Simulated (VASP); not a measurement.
# GaP (R-3m) in VASP: a series of runs

GaP is run at these levels: PBE; tasks: single point.

Program: VASP 6.6.1. These are calculated values, not measurements. Logs are shortened: lines on timing, memory, paths and dates and some standing lists are left out, and cuts for length are marked.

### Step 1. The cell of the first run

Symmetry: R-3m, No. 166, trigonal system. The conventional cell has a = 3.739 Å, b = 3.739 Å, c = 20.754 Å, α = 90.00°, β = 90.00°, γ = 120.00°. Ga (site symmetry 3m) has 3 P at 2.35 Å and 1 Ga at 2.67 Å within 3.1 Å. Within 3.1 Å of P (site symmetry 3m) lie 3 Ga at 2.35 Å and 1 P at 2.39 Å.

### Step 2. Single point, PBE

File INCAR:

```
PREC = Accurate ; ENCUT = 500
EDIFF = 1E-6 ; ISMEAR = 0
SIGMA = 0.05 ; LREAL = F
LASPH = T ; NELM = 120
ALGO = Normal ; ISIF = 2
LWAVE = F ; LCHARG = F
GGA = PE ; NBANDS = 26
GGA_COMPAT = F
```

File KPOINTS:

```
regular mesh
0
Gamma
  9 9 9
```

File POSCAR:

```
GaP
1.0
    1.8695658718      1.0793943593      6.9179739732
   -1.8695658718      1.0793943593      6.9179739732
    0.0000000000     -2.1587887187      6.9179739732
Ga P
2 2
Direct
    0.4355841032      0.4355841032      0.4355841032
    0.5644158968      0.5644158968      0.5644158968
    0.0575077006      0.0575077006      0.0575077006
    0.9424922994      0.9424922994      0.9424922994
```

Potentials or basis: VASP PAW PBE potentials, release 64 (Ga_d, P).

Command:

```console
$ cat potpaw_PBE.64/Ga_d/POTCAR potpaw_PBE.64/P/POTCAR > POTCAR
$ mpirun -np 1 vasp_std > vasp.out
```

OUTCAR:

```text
PREC = Accurate
   ENCUT = 500
   EDIFF = 1E-6
   ISMEAR = 0
   LREAL = F
   LASPH = T
   NELM = 120
   ISIF = 2
   GGA = PE

 ion  position               nearest neighbor table
   1  0.436  0.436  0.436-   3 2.35   3 2.35   3 2.35   2 2.67
   2  0.564  0.564  0.564-   4 2.35   4 2.35   4 2.35   1 2.67
   3  0.058  0.058  0.058-   1 2.35   1 2.35   1 2.35   4 2.39
   4  0.942  0.942  0.942-   2 2.35   2 2.35   2 2.35   3 2.39

  LATTYP: Found a trigonal (rhomboedric) cell.
 ALAT       =     7.2469809318
 COS(alpha) =     0.8668941014

  Lattice vectors:

 A1 = (   1.8695658718,   1.0793943593,   6.9179739732)
 A2 = (  -1.8695658718,   1.0793943593,   6.9179739732)
 A3 = (   0.0000000000,  -2.1587887187,   6.9179739732)

Analysis of symmetry for initial positions (statically):
=====================================================================
 Subroutine PRICEL returns:
 Original cell was already a primitive cell.

 Routine SETGRP: Setting up the symmetry group for a
 trigonal (rhombohedral) supercell.

 Subroutine GETGRP returns: Found 12 space group operations
 (whereof 12 operations were pure point group operations)
 out of a pool of 12 trial point group operations.

The static configuration has the point symmetry D_3d.

Analysis of symmetry for dynamics (positions and initial velocities):
=====================================================================
 Subroutine PRICEL returns:
 Original cell was already a primitive cell.

 Routine SETGRP: Setting up the symmetry group for a
 trigonal (rhombohedral) supercell.

 Subroutine GETGRP returns: Found 12 space group operations
 (whereof 12 operations were pure point group operations)
 out of a pool of 12 trial point group operations.

The dynamic configuration has the point symmetry D_3d.

 Subroutine INISYM returns: Found 12 space group operations
 (whereof 12 operations are pure point group operations),
 and found     1 'primitive' translations

----------------------------------------------------------------------------------------

                                     Primitive cell

  volume of cell :      83.7628

  direct lattice vectors                    reciprocal lattice vectors
     1.869565872  1.079394359  6.917973973     0.267441767  0.154407576  0.048183664
    -1.869565872  1.079394359  6.917973973    -0.267441767  0.154407576  0.048183664
     0.000000000 -2.158788719  6.917973973     0.000000000 -0.308815152  0.048183664

  length of vectors
     7.246980932  7.246980932  7.246980932     0.312551538  0.312551538  0.312551538

  position of ions in fractional coordinates (direct lattice)
     0.435584103  0.435584103  0.435584103
     0.564415897  0.564415897  0.564415897
     0.057507701  0.057507701  0.057507701
     0.942492299  0.942492299  0.942492299

  ion indices of the primitive-cell ions
   primitive index   ion index
                 1           1
                 2           2
                 3           3
                 4           4

----------------------------------------------------------------------------------------

 KPOINTS: regular mesh

Automatic generation of k-mesh.
 Grid dimensions read from file:
 generate k-points for:    9    9    9

 Generating k-lattice:

  Cartesian coordinates                     Fractional coordinates (reciprocal lattice)
     0.029715752  0.017156397  0.005353740     0.111111111 -0.000000000  0.000000000
    -0.029715752  0.017156397  0.005353740    -0.000000000  0.111111111  0.000000000
     0.000000000 -0.034312795  0.005353740     0.000000000  0.000000000  0.111111111

  Length of vectors
     0.034727949  0.034727949  0.034727949

  Shift w.r.t. Gamma in fractional coordinates (k-lattice)
     0.000000000  0.000000000  0.000000000

 Subroutine IBZKPT returns following result:
 ===========================================

 Found     85 irreducible k-points:

 Following reciprocal coordinates:
            Coordinates               Weight
  0.000000  0.000000  0.000000      1.000000
  0.111111  0.000000 -0.000000      6.000000
  0.222222 -0.000000  0.000000      6.000000
  0.333333 -0.000000 -0.000000      6.000000
  0.444444 -0.000000  0.000000      6.000000
  0.111111  0.111111 -0.000000      6.000000
[... 16 lines left out ...]
 -0.333333  0.333333  0.000000      6.000000
  0.444444  0.444444  0.000000      6.000000
 [... further k-points ...]
   k-points           NKPTS =     85   k-points in BZ     NKDIM =     85   number of bands    NBANDS=     26
   number of dos      NEDOS =    301   number of ions     NIONS =      4
   total plane-waves  NPLWV = 157464
   dimension x,y,z NGX =    54 NGY =   54 NGZ =   54
   dimension x,y,z NGXF=   108 NGYF=  108 NGZF=  108
   ions per type =               2   2
   NGX,Y,Z   is equivalent  to a cutoff of  12.39, 12.39, 12.39 a.u.
   NGXF,Y,Z  is equivalent  to a cutoff of  24.78, 24.78, 24.78 a.u.
 SYSTEM =  unknown system
   PREC   = accura    normal or accurate (medium, high low for compatibility)
   ISTART =      0    job   : 0-new  1-cont  2-samecut
   ICHARG =      2    charge: 1-file 2-atom 10-const
   ISPIN  =      1    spin polarized calculation?
   LNONCOLLINEAR =      F non collinear calculations
   LSORBIT =      F    spin-orbit coupling
   LASPH  =      T    aspherical Exc in radial PAW
   ENCUT  =  500.0 eV  36.75 Ry    6.06 a.u.  13.21 13.21 13.21*2*pi/ulx,y,z
   NELM   =    120;   NELMIN=  2; NELMDL= -5     # of ELM steps
   EDIFF  = 0.1E-05   stopping-criterion for ELM
   LREAL  =      F    real-space projection
   EDIFFG = 0.1E-04   stopping-criterion for IOM
   NSW    =      0    number of steps for IOM
   IBRION =     -1    ionic relax: 0-MD 1-quasi-New 2-CG
   NFREE  =      0    steps in history (QN), initial steepest desc. (CG)
   ISIF   =      2    stress and relaxation
   ISYM   =      2    0-nonsym 1-usesym 2-fastsym
   POTIM  = 0.5000    time-step for ionic-motion
   TEBEG  =    0.0;   TEEND  =   0.0 temperature during run
   PSTRESS=    0.0 pullay stress
   NELECT =      36.0000    total number of electrons
   NUPDOWN=      -1.0000    fix difference up-down
   EMIN   =  10.00;   EMAX   =-10.00  energy-range for DOS
   EFERMI =   0.00;   METHOD = LEGACY
   ISMEAR =     0;   SIGMA  =   0.05  broadening in eV -4-tet -1-fermi 0-gaus
   EFERMI_NEDOS =   21; number of points for ismear=-14 and -15
   IALGO  =     38    algorithm
   IMIX   =      4    mixing-type and parameters
     AMIX     =   0.40;   BMIX     =  1.00
     AMIX_MAG =   1.60;   BMIX_MAG =  1.00
  volume/ion in A,a.u.               =      20.94       141.31
  Fermi-wavevector in a.u.,A,eV,Ry     =   1.235450  2.334663 20.767084  1.526338
  Thomas-Fermi vector in A             =   2.370099
   LORBIT       =      0    0 simple, 1 ext, 2 COOP (PROOUT), +10 PAW based schemes
   GGA     = PE    functional components
   LHFCALC =     F    Hartree Fock is set to
   AEXX    =    0.0000 exact exchange contribution
   IVDW    =     0    specifies the selected vdW correction
   LEPSILON=     F    determine dielectric tensor
   LRPA    =     F    only Hartree local field effects (RPA)
 non-spin polarized calculation
 Gauss-broadening in eV      SIGMA  =   0.05
  energy-cutoff  :      500.00
  volume of cell :       83.76
 maximum number of plane-waves:      2144
 NGX is ok and might be reduce to    54

 number of electron      36.0000005 magnetization

 Free energy of the ion-electron system (eV)
  ---------------------------------------------------
  ext. energy  EPLUGINS =         0.00000000
  ---------------------------------------------------
  free energy    TOTEN  =       -17.37448866 eV

  energy without entropy =      -17.37439672  energy(sigma->0) =      -17.37444269

 E-fermi :   4.7950     XC(G=0):  -9.7059

 val. band max:        4.7462482489   @ k =   0.0000   0.0000   0.0000
 cond. band min:       4.8139364111   @ k =   0.0000   0.0000   0.0000
 fundamental gap:      0.0676881622
 Fermi energy:         4.7950204410

 k-point     1 :       0.0000    0.0000    0.0000
  band No.  band energies     occupation
      1     -10.0876      2.00000
      2     -10.0264      2.00000
      3     -10.0264      2.00000
      4     -10.0221      2.00000
      5     -10.0221      2.00000
      6      -9.9465      2.00000
[... 18 lines left out ...]
     25       9.4762      0.00000
     26      13.1182      0.00000

 k-point     2 :       0.1111    0.0000   -0.0000
  band No.  band energies     occupation
      1     -10.0901      2.00000
      2     -10.0378      2.00000
      3     -10.0317      2.00000
      4     -10.0224      2.00000
      5     -10.0157      2.00000
      6      -9.9497      2.00000
[... 18 lines left out ...]
     25       9.9382      0.00000
     26      12.6877      0.00000

 k-point     3 :       0.2222   -0.0000    0.0000
  band No.  band energies     occupation
      1     -10.1070      2.00000
      2     -10.0670      2.00000
      3     -10.0362      2.00000
      4     -10.0139      2.00000
      5      -9.9995      2.00000
      6      -9.9577      2.00000
[... 18 lines left out ...]
     25      11.0068      0.00000
     26      11.5421      0.00000

 k-point     4 :       0.3333   -0.0000   -0.0000
  band No.  band energies     occupation
      1     -10.1340      2.00000
      2     -10.0946      2.00000
      3     -10.0296      2.00000
      4     -10.0070      2.00000
      5      -9.9815      2.00000
      6      -9.9666      2.00000
[... 18 lines left out ...]
     25      11.5989      0.00000
     26      11.6181      0.00000

 k-point     5 :       0.4444   -0.0000    0.0000
  band No.  band energies     occupation
      1     -10.1518      2.00000
      2     -10.1108      2.00000
      3     -10.0234      2.00000
      4     -10.0040      2.00000
      5      -9.9725      2.00000
      6      -9.9702      2.00000
[... 18 lines left out ...]
     25      10.8223      0.00000
     26      11.4390      0.00000

 k-point     6 :       0.1111    0.1111   -0.0000
  band No.  band energies     occupation
      1     -10.0900      2.00000
      2     -10.0354      2.00000
      3     -10.0339      2.00000
      4     -10.0228      2.00000
      5     -10.0155      2.00000
      6      -9.9497      2.00000
[... 427 lines left out ...]
 k-point    21 :       0.4444    0.3333    0.0000
  band No.  band energies     occupation
      1     -10.1382      2.00000
      2     -10.1018      2.00000
      3     -10.0319      2.00000
      4     -10.0069      2.00000
      5      -9.9804      2.00000
      6      -9.9625      2.00000
[... 18 lines left out ...]
     25      12.6894      0.00000
     26      12.8719      0.00000

 k-point    22 :      -0.4444    0.3333   -0.0000
  band No.  band energies     occupation
      1     -10.1420      2.00000
      2     -10.1041      2.00000
      3     -10.0305      2.00000
      4     -10.0046      2.00000
      5      -9.9891      2.00000
      6      -9.9523      2.00000
[... 18 lines left out ...]
     25      12.4070      0.00000
     26      12.9696      0.00000

 k-point    23 :      -0.3333    0.3333    0.0000
  band No.  band energies     occupation
      1     -10.1452      2.00000
      2     -10.1018      2.00000
      3     -10.0293      2.00000
      4      -9.9988      2.00000
      5      -9.9988      2.00000
      6      -9.9416      2.00000
[... 18 lines left out ...]
     25      11.6038      0.00000
     26      13.0396      0.00000

 k-point    24 :       0.4444    0.4444    0.0000
  band No.  band energies     occupation
      1     -10.1447      2.00000
      2     -10.1105      2.00000
      3     -10.0277      2.00000
      4     -10.0068      2.00000
      5      -9.9719      2.00000
      6      -9.9690      2.00000
[... 18 lines left out ...]
     25      12.6752      0.00000
     26      14.0419      0.00000

 [... further k-points ...]

------------------------ aborting loop because EDIFF is reached ----------------------------------------

  FORCE on cell =-STRESS in cart. coord.  units (eV):
  Direction    XX          YY          ZZ          XY          YZ          ZX
  --------------------------------------------------------------------------------------
  -------------------------------------------------------------------------------------
  Total        3.5223669      3.5223669     -5.8143157      0.0000000      0.0000000      0.0000000
  in kB       67.3742719     67.3742719   -111.2136512      0.0000000      0.0000000      0.0000000
  external PRESSURE =       7.8449642 kB  Pullay stress =       0.0000000 kB

 VOLUME and BASIS-vectors are now :
 -----------------------------------------------------------------------------
  energy-cutoff  :      500.00
  volume of cell :       83.76
      direct lattice vectors                 reciprocal lattice vectors
     1.869565872  1.079394359  6.917973973     0.267441767  0.154407576  0.048183664
    -1.869565872  1.079394359  6.917973973    -0.267441767  0.154407576  0.048183664
     0.000000000 -2.158788719  6.917973973     0.000000000 -0.308815152  0.048183664

 POSITION                                       TOTAL-FORCE (eV/Angst)
 -----------------------------------------------------------------------------------
      0.00000     -0.00000      9.04008         0.000000     -0.000000      0.412524
      0.00000     -0.00000     11.71384         0.000000      0.000000     -0.412524
      0.00000     -0.00000      1.19351         0.000000      0.000000     -0.835739
      0.00000     -0.00000     19.56041         0.000000     -0.000000      0.835739
 -----------------------------------------------------------------------------------
    total drift:                                0.000000      0.000000      0.000000

  FREE ENERGIE OF THE ION-ELECTRON SYSTEM (eV)
  ---------------------------------------------------
  free  energy   TOTEN  =       -17.3744886628 eV

  energy  without entropy=      -17.3743967171  energy(sigma->0) =      -17.37444269
```

Wall time 4.2 min (1 thread of Intel Xeon 6975P-C (Granite Rapids), shared host); peak memory 0.47 GiB.

Results:

```yaml
Free_energy: -17.3745 eV
Pressure: 0.8 GPa
Largest_force: 0.836 eV/Å
Band_gap_on_the_k_mesh: 0.07 eV
```

Forces on the atoms (eV/Å):
```
Ga   0.000  0.000  0.413
Ga   0.000  0.000 -0.413
P    0.000  0.000 -0.836
P    0.000  0.000  0.836
```

Caveat: the cell differs from its parent crystal (strain +e along x and -e along y +0.0000, strain +e along z and -e/2 along x and y +0.0750); an odd mesh through Γ misses points on the zone boundary, where band edges can lie.

### Step 3. Single point, PBE

This run uses another cell than the first one, of the same volume but with other edges.

File INCAR:

```
SYSTEM = GaP
  PREC = Accurate
  ENCUT = 500
  EDIFF = 1E-6
  ISMEAR = 0
  SIGMA = 0.05
  LREAL = .FALSE.
  LASPH = .TRUE.
  NELM = 120
  ALGO = Normal
  ISIF = 2
  LWAVE = .FALSE.
  LCHARG = .FALSE.
  GGA = PE
  NBANDS = 26
  GGA_COMPAT = .FALSE.
```

File KPOINTS:

```
regular mesh
0
G
  9 9 9
  0 0 0
```

File POSCAR:

```
GaP
1.0
    2.0152463294      1.1635030107      5.9526752792
   -2.0152463294      1.1635030107      5.9526752792
    0.0000000000     -2.3270060215      5.9526752792
Ga P
2 2
Direct
    0.4355841032      0.4355841032      0.4355841032
    0.5644158968      0.5644158968      0.5644158968
    0.0575077006      0.0575077006      0.0575077006
    0.9424922994      0.9424922994      0.9424922994
```

Potentials or basis: VASP PAW PBE potentials, release 64 (Ga_d, P).

Command:

```console
$ cat potpaw_PBE.64/Ga_d/POTCAR potpaw_PBE.64/P/POTCAR > POTCAR
$ mpirun -np 1 vasp_std > vasp.out
```

It took 2.5 min on 1 thread of Intel Xeon 6975P-C (Granite Rapids), shared host; peak memory 0.39 GiB.

Results (log left out):

```
Free energy            : -17.2669 eV
Pressure               : 3.1 GPa
Largest force          : 2.124 eV/Å
Band gap on the k mesh : 0.24 eV (least direct gap 0.31 eV)
```

Forces on the atoms (eV/Å):
```
Ga   0.000  0.000 -1.056
Ga   0.000  0.000  1.056
P    0.000  0.000  2.124
P    0.000  0.000 -2.124
```

Stress tensor (GPa, compression positive):
```
-5.08  0.00  0.00
 0.00 -5.08  0.00
 0.00  0.00 19.61
```

Levels at points of the mesh, in eV from the valence-band top:
```csv
k point,band 15,band 16,band 17,band 18,band 19,band 20,band 21,band 22
"(0.00, 0.00, 0.00)",-2.43,-0.24,0.00,0.00,0.34,1.41,3.12,3.12
```

Caveat: the cell differs from its parent crystal (strain +e along x and -e along y +0.0000, strain +e along z and -e/2 along x and y -0.0750); the cell stands under pressure; an odd mesh through Γ misses points on the zone boundary, where band edges can lie; forces of over 1 eV/Å act on the atoms, so gaps and moduli don't describe the material at rest.
